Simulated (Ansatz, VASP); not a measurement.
# Two plane-wave programs on GaN

```
Ga N
1.0
     0.00000    2.24907    2.24907
     2.24907    0.00000    2.24907
     2.24907    2.24907    0.00000
Ga N
1 1
Direct
  0.00000 0.00000 0.00000
  0.25000 0.25000 0.25000
```

Alike in both runs: task single point; functional PBEsol; k mesh 10 × 10 × 10; occupations gaussian, width 0.02 eV; no spin polarisation.

```csv
,VASP,Ansatz
version,VASP 6.6.1,Ansatz 0.2.0
potentials or method,"VASP PAW PBE potentials, release 64 (Ga_d, N), cutoff 600 eV","scalar-relativistic, plane waves, PAW"
valence electrons in the cell,18,18
```

Ansatz gave:

- gap on the k mesh at the Fermi level (eV): 1.70
- least direct gap on the mesh (eV): 1.70
- pressure (GPa): 0.0

Question: Estimate VASP's values.

Answer: gap on the k mesh at the Fermi level (eV): 1.72; least direct gap on the mesh (eV): 1.72; pressure (GPa): -0.4.

VASP's potentials were made for PBE, not for PBEsol. The functional is the same, so the differences come from potentials, cutoffs and numerics.
